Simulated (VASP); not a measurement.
# CdSi2 (P4_2/mnm) in VASP: relaxation of cell and atoms with PBE

Aim: the relaxation of cell and atoms of CdSi2 with PBE.

Everything below comes from runs of VASP 6.6.1. Logs are shortened: lines on timing, memory, paths and dates and some standing lists are left out, and cuts for length are marked.

## 1. The cell of the first run

The structure is tetragonal, space group P4_2/mnm (No. 136). The conventional cell has a = 5.257 Å, b = 5.257 Å, c = 5.271 Å, α = 90.00°, β = 90.00°, γ = 90.00°. Within 3.4 Å of Cd (site symmetry mmm) lie 6 Si at 2.59 to 2.87 Å. Si (site symmetry m2m) has 1 Si at 2.25 Å and 3 Cd at 2.59 to 2.87 Å within 3.0 Å.

## 2. Relaxation of cell and atoms, PBE

Input file INCAR:

```
PREC = Accurate
ENCUT = 600
EDIFF = 1E-6
ISMEAR = 0
SIGMA = 0.1
LREAL = False
LASPH = True
NELM = 100
ALGO = Normal
ISIF = 3
LWAVE = False
LCHARG = False
GGA = PE
IBRION = 2
NSW = 100
EDIFFG = -0.01
```

Input file KPOINTS:

```
regular mesh
0
Gamma
  8 8 8
```

Input file POSCAR:

```
CdSi2
1.0
    5.2568669068      0.0000000000      0.0000000000
    0.0000000000      5.2568669068      0.0000000000
    0.0000000000      0.0000000000      5.2706224613
Cd Si
2 4
Direct
    0.0000000000      0.0000000000      0.0000000000
    0.5000000000      0.5000000000      0.5000000000
    0.3487873578      0.3487873578      0.0000000000
    0.1512126422      0.8487873578      0.5000000000
    0.6512126422      0.6512126422      0.0000000000
    0.8487873578      0.1512126422      0.5000000000
```

Potentials or basis: VASP PAW PBE potentials, release 64 (Cd, Si).

On the command line:

```console
> cat potpaw_PBE.64/Cd/POTCAR potpaw_PBE.64/Si/POTCAR > POTCAR
> mpirun -np 1 vasp_std > vasp.out
```

OUTCAR:

```text
PREC = Accurate
   ENCUT = 600
   EDIFF = 1E-6
   ISMEAR = 0
   LREAL = False
   LASPH = True
   NELM = 100
   ISIF = 3
   GGA = PE
   IBRION = 2
   NSW = 100
   EDIFFG = -0.01

 ion  position               nearest neighbor table
   1  0.000  0.000  0.000-   3 2.59   5 2.59   4 2.87   6 2.87   4 2.87   6 2.87
   2  0.500  0.500  0.500-   4 2.59   6 2.59   5 2.87   3 2.87   3 2.87   5 2.87
   3  0.349  0.349  0.000-   5 2.25   1 2.59   2 2.87   2 2.87
   4  0.151  0.849  0.500-   6 2.25   2 2.59   1 2.87   1 2.87
   5  0.651  0.651  0.000-   3 2.25   1 2.59   2 2.87   2 2.87
   6  0.849  0.151  0.500-   4 2.25   2 2.59   1 2.87   1 2.87

  LATTYP: Found a simple tetragonal cell.
 ALAT       =     5.2568669068
 C/A-ratio  =     1.0026166830

  Lattice vectors:

 A1 = (   5.2568669068,   0.0000000000,   0.0000000000)
 A2 = (   0.0000000000,   5.2568669068,   0.0000000000)
 A3 = (   0.0000000000,   0.0000000000,   5.2706224613)

Analysis of symmetry for initial positions (statically):
=====================================================================
 Subroutine PRICEL returns:
 Original cell was already a primitive cell.

 Routine SETGRP: Setting up the symmetry group for a
 simple tetragonal supercell.

 Subroutine GETGRP returns: Found 16 space group operations
 (whereof  8 operations were pure point group operations)
 out of a pool of 16 trial point group operations.

The static configuration has the point symmetry D_2h.
 The point group associated with its full space group is D_4h.

Analysis of symmetry for dynamics (positions and initial velocities):
=====================================================================
 Subroutine PRICEL returns:
 Original cell was already a primitive cell.

 Routine SETGRP: Setting up the symmetry group for a
 simple tetragonal supercell.

 Subroutine GETGRP returns: Found 16 space group operations
 (whereof  8 operations were pure point group operations)
 out of a pool of 16 trial point group operations.

The dynamic configuration has the point symmetry D_2h.
 The point group associated with its full space group is D_4h.

 Subroutine INISYM returns: Found 16 space group operations
 (whereof  8 operations are pure point group operations),
 and found     1 'primitive' translations

----------------------------------------------------------------------------------------

                                     Primitive cell

  volume of cell :     145.6518

  direct lattice vectors                    reciprocal lattice vectors
     5.256866907  0.000000000  0.000000000     0.190227376  0.000000000  0.000000000
     0.000000000  5.256866907  0.000000000     0.000000000  0.190227376  0.000000000
     0.000000000  0.000000000  5.270622461     0.000000000  0.000000000  0.189730911

  length of vectors
     5.256866907  5.256866907  5.270622461     0.190227376  0.190227376  0.189730911

  position of ions in fractional coordinates (direct lattice)
     0.000000000  0.000000000  0.000000000
     0.500000000  0.500000000  0.500000000
     0.348787358  0.348787358  0.000000000
     0.151212642  0.848787358  0.500000000
     0.651212642  0.651212642  0.000000000
     0.848787358  0.151212642  0.500000000

  ion indices of the primitive-cell ions
   primitive index   ion index
                 1           1
                 2           2
                 3           3
                 4           4
                 5           5
                 6           6

----------------------------------------------------------------------------------------

 KPOINTS: regular mesh

Automatic generation of k-mesh.
 Grid dimensions read from file:
 generate k-points for:    8    8    8

 Generating k-lattice:

  Cartesian coordinates                     Fractional coordinates (reciprocal lattice)
     0.023778422  0.000000000  0.000000000     0.125000000  0.000000000  0.000000000
     0.000000000  0.023778422  0.000000000     0.000000000  0.125000000  0.000000000
     0.000000000  0.000000000  0.023716364     0.000000000  0.000000000  0.125000000

  Length of vectors
     0.023778422  0.023778422  0.023716364

  Shift w.r.t. Gamma in fractional coordinates (k-lattice)
     0.000000000  0.000000000  0.000000000

 Subroutine IBZKPT returns following result:
 ===========================================

 Found     75 irreducible k-points:

 Following reciprocal coordinates:
            Coordinates               Weight
  0.000000  0.000000  0.000000      1.000000
  0.125000  0.000000  0.000000      4.000000
  0.250000  0.000000  0.000000      4.000000
  0.375000  0.000000  0.000000      4.000000
  0.500000  0.000000  0.000000      2.000000
  0.125000  0.125000  0.000000      4.000000
[... 16 lines left out ...]
  0.375000  0.125000  0.125000     16.000000
  0.500000  0.125000  0.125000      8.000000
 [... further k-points ...]
   k-points           NKPTS =     75   k-points in BZ     NKDIM =     75   number of bands    NBANDS=     24
   number of dos      NEDOS =    301   number of ions     NIONS =      6
   total plane-waves  NPLWV =  74088
   dimension x,y,z NGX =    42 NGY =   42 NGZ =   42
   dimension x,y,z NGXF=    84 NGYF=   84 NGZF=   84
   ions per type =               2   4
   NGX,Y,Z   is equivalent  to a cutoff of  13.28, 13.28, 13.25 a.u.
   NGXF,Y,Z  is equivalent  to a cutoff of  26.56, 26.56, 26.50 a.u.
 SYSTEM =  unknown system
   PREC   = accura    normal or accurate (medium, high low for compatibility)
   ISTART =      0    job   : 0-new  1-cont  2-samecut
   ICHARG =      2    charge: 1-file 2-atom 10-const
   ISPIN  =      1    spin polarized calculation?
   LNONCOLLINEAR =      F non collinear calculations
   LSORBIT =      F    spin-orbit coupling
   LASPH  =      T    aspherical Exc in radial PAW
   ENCUT  =  600.0 eV  44.10 Ry    6.64 a.u.  10.50 10.50 10.53*2*pi/ulx,y,z
   NELM   =    100;   NELMIN=  2; NELMDL= -5     # of ELM steps
   EDIFF  = 0.1E-05   stopping-criterion for ELM
   LREAL  =      F    real-space projection
   EDIFFG = -.1E-01   stopping-criterion for IOM
   NSW    =    100    number of steps for IOM
   IBRION =      2    ionic relax: 0-MD 1-quasi-New 2-CG
   NFREE  =      1    steps in history (QN), initial steepest desc. (CG)
   ISIF   =      3    stress and relaxation
   ISYM   =      2    0-nonsym 1-usesym 2-fastsym
   POTIM  = 0.5000    time-step for ionic-motion
   TEBEG  =    0.0;   TEEND  =   0.0 temperature during run
   PSTRESS=    0.0 pullay stress
   NELECT =      40.0000    total number of electrons
   NUPDOWN=      -1.0000    fix difference up-down
   EMIN   =  10.00;   EMAX   =-10.00  energy-range for DOS
   EFERMI =   0.00;   METHOD = LEGACY
   ISMEAR =     0;   SIGMA  =   0.10  broadening in eV -4-tet -1-fermi 0-gaus
   EFERMI_NEDOS =   21; number of points for ismear=-14 and -15
   IALGO  =     38    algorithm
   IMIX   =      4    mixing-type and parameters
     AMIX     =   0.40;   BMIX     =  1.00
     AMIX_MAG =   1.60;   BMIX_MAG =  1.00
  volume/ion in A,a.u.               =      24.28       163.82
  Fermi-wavevector in a.u.,A,eV,Ry     =   1.064117  2.010890 15.406500  1.132346
  Thomas-Fermi vector in A             =   2.199625
   LORBIT       =      0    0 simple, 1 ext, 2 COOP (PROOUT), +10 PAW based schemes
   GGA     = PE    functional components
   LHFCALC =     F    Hartree Fock is set to
   AEXX    =    0.0000 exact exchange contribution
   IVDW    =     0    specifies the selected vdW correction
   LEPSILON=     F    determine dielectric tensor
   LRPA    =     F    only Hartree local field effects (RPA)
 conjugate gradient relaxation of ions
 non-spin polarized calculation
 Gauss-broadening in eV      SIGMA  =   0.10
  energy-cutoff  :      600.00
  volume of cell :      145.65
 maximum number of plane-waves:      4945
 NGX is ok and might be reduce to    42
   NGX = 21   NGY = 21   NGZ = 21

--------------------------------------- Ionic step        1  -------------------------------------------

 number of electron      40.0000016 magnetization

 Free energy of the ion-electron system (eV)
  ---------------------------------------------------
  ext. energy  EPLUGINS =         0.00000000
  ---------------------------------------------------
  free energy    TOTEN  =       -17.68045052 eV

  energy without entropy =      -17.66914710  energy(sigma->0) =      -17.67479881

------------------------ aborting loop because EDIFF is reached ----------------------------------------

  FORCE on cell =-STRESS in cart. coord.  units (eV):
  Direction    XX          YY          ZZ          XY          YZ          ZX
  --------------------------------------------------------------------------------------
  -------------------------------------------------------------------------------------
  Total       -0.1311110     -0.1311110      0.8489673      0.0000000      0.0000000      0.0000000
  in kB       -1.4422277     -1.4422277      9.3386835      0.0000000      0.0000000      0.0000000
  external PRESSURE =       2.1514094 kB  Pullay stress =       0.0000000 kB
[... 225 lines left out ...]
  energy  without entropy=      -17.6773303083  energy(sigma->0) =      -17.68347699

--------------------------------------- Ionic step        7  -------------------------------------------

 number of electron      40.0000005 magnetization

 Free energy of the ion-electron system (eV)
  ---------------------------------------------------
  ext. energy  EPLUGINS =         0.00000000
  ---------------------------------------------------
  free energy    TOTEN  =       -17.68972056 eV

  energy without entropy =      -17.67740914  energy(sigma->0) =      -17.68356485

 E-fermi :   3.4464     XC(G=0):  -9.3218

 val. band max:        3.4438858428   @ k =   0.3750   0.1250   0.1250
 cond. band min:       3.4515036017   @ k =   0.1250   0.1250   0.1250
 fundamental gap:      0.0076177589
 Fermi energy:         3.4464492147

 k-point     1 :       0.0000    0.0000    0.0000
  band No.  band energies     occupation
      1      -7.1233      2.00000
      2      -6.5462      2.00000
      3      -5.7362      2.00000
      4      -5.5451      2.00000
      5      -5.4497      2.00000
      6      -5.4497      2.00000
[... 637 lines left out ...]
     23       4.9667      0.00000
     24       4.9667      0.00000

 [... further k-points ...]
[... 5 lines left out ...]
  --------------------------------------------------------------------------------------
  -------------------------------------------------------------------------------------
  Total       -0.0086447     -0.0086447      0.0076323      0.0000000      0.0000000      0.0000000
  in kB       -0.0941329     -0.0941329      0.0831086      0.0000000      0.0000000      0.0000000
  external PRESSURE =      -0.0350524 kB  Pullay stress =       0.0000000 kB
[... 21 lines left out ...]
  FREE ENERGIE OF THE ION-ELECTRON SYSTEM (eV)
  ---------------------------------------------------
  free  energy   TOTEN  =       -17.6897205570 eV

  energy  without entropy=      -17.6774091424  energy(sigma->0) =      -17.68356485

 reached required accuracy - stopping structural energy minimisation
```

Run time: 24 min. Hardware: 1 thread of Intel Xeon 8259CL, shared host; peak memory 0.47 GiB.

Results:

```
Free energy                           : -17.6897 eV
Relaxed volume                        : 24.52 Å³/atom
Relaxed cell                          : a = 5.238 Å, b = 5.238 Å, c = 5.362 Å, α = 90.00°, β = 90.00°, γ = 90.00°
Space group after relaxing (to 0.1 Å) : P4_2/mnm (No. 136)
Energy gained by relaxing             : 1.5 meV/atom
Ionic steps                           : 7
Pressure after relaxing               : 0.0 GPa
Band gap on the k mesh                : zero (bands 20 and 21 overlap by 1.46 eV)
```

The path:
| step | energy change (eV) | largest force (eV/Å) | pressure (GPa) | volume (Å³) |
| --- | --- | --- | --- | --- |
| 1 | 0.0000 | 0.0954 | 0.22 | 145.65 |
| 2 | -0.0061 | 0.0280 | 0.12 | 146.34 |
| 3 | -0.0086 | 0.0477 | 0.05 | 147.03 |
| 4 | -0.0087 | 0.0611 | 0.04 | 147.14 |
| 5 | -0.0092 | 0.0166 | -0.10 | 147.41 |
| 6 | -0.0092 | 0.0034 | -0.07 | 147.36 |
| 7 | -0.0093 | 0.0011 | 0.00 | 147.14 |

Final structure:
```xyz
6
Lattice="5.2382 0.0000 0.0000 0.0000 5.2382 0.0000 0.0000 0.0000 5.3624" Properties=species:S:1:pos:R:3 pbc="T T T"
Cd    0.0000    0.0000    5.3624
Cd    2.6191    2.6191    2.6812
Si    1.8322    1.8322    0.0000
Si    0.7869    4.4513    2.6812
Si    3.4060    3.4060    5.3624
Si    4.4513    0.7869    2.6812
```

Levels at points of the mesh, in eV from the Fermi level:
| k point | band 18 | band 19 | band 20 | band 21 | band 22 | band 23 |
| --- | --- | --- | --- | --- | --- | --- |
| (0.00, 0.00, 0.00) | -0.94 | -0.87 | -0.37 | -0.37 | 1.87 | 1.87 |
| (0.50, 0.00, 0.00) | -2.66 | -1.16 | -1.16 | 0.29 | 0.29 | 1.71 |
| (0.50, 0.50, 0.00) | -2.41 | -1.70 | -1.70 | 0.91 | 0.91 | 2.80 |
| (0.00, 0.00, 0.50) | -1.17 | 0.12 | 0.12 | 0.50 | 0.50 | 1.28 |
| (0.50, 0.00, 0.50) | -2.26 | -0.70 | -0.70 | -0.62 | -0.62 | 2.31 |
| (0.50, 0.50, 0.50) | -3.12 | 0.84 | 0.84 | 2.32 | 2.32 | 3.37 |
